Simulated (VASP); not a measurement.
**Al: single point with LDA**

Crystal: Al.

```
Al
1.0
     2.65166   -0.03860    0.00526
    -1.35926    2.45008   -0.04367
     0.00910   -0.08201    4.72556
Al
2
Direct
  0.62550 0.28809 0.76505
  0.42028 0.73114 0.23478
```

* Program: VASP 6.6.1
* Task: single point
* Functional: LDA
* Potentials or basis: VASP PAW LDA potentials, release 64 (Al)
* Cutoff: 520 eV
* k mesh: 8 × 8 × 4
* Occupations: fermi-dirac, width 0.05 eV
* Spin: no spin polarisation
* Dipole correction: no
* Further INCAR settings: ALGO = Normal; EDIFF = 1e-07; NBANDS = 10

| Property | Result |
| --- | --- |
| Pressure | 6.0 GPa |
| Largest force | 0.803 eV/Å |
| Band gap on the k mesh | zero (band 3 reaches 11.97 eV, above the bottom of band 4 at 5.48 eV) |

Forces in eV/Å, atoms in the order of the input:
```
Al   0.103  0.228 -0.763
Al  -0.103 -0.228  0.763
```

Stress tensor (GPa, compression positive):
```
 5.33  0.23 -0.40
 0.23  4.20 -2.59
-0.40 -2.59  8.54
```

Levels at points of the mesh, in eV from the Fermi level:
```
           k point  band 1  band 2  band 3  band 4  band 5  band 6
(0.00, 0.00, 0.00)  -11.69   -5.22   -5.12   11.12   11.16   11.58
(0.50, 0.00, 0.00)   -5.01   -4.82    0.55    0.97    1.92    2.19
(0.00, 0.50, 0.00)   -5.64   -5.57    0.30    0.36    1.01    1.36
(0.50, 0.50, 0.00)   -5.24   -5.24    0.48    1.07    1.34    1.66
(0.00, 0.00, 0.50)  -10.42   -9.61    2.31    2.72   11.80   12.07
(0.50, 0.00, 0.50)   -3.89   -3.81   -2.74   -2.68    6.51    7.03
(0.00, 0.50, 0.50)   -4.62   -4.48   -3.52   -3.15    6.99    7.22
(0.50, 0.50, 0.50)   -4.26   -4.15   -3.03   -2.83    7.32    7.35
```

Wall time 13 s on 1 thread of Intel(R) Xeon(R) 6975P-C (Granite Rapids), with other jobs on the host, peak memory 0.14 GiB.
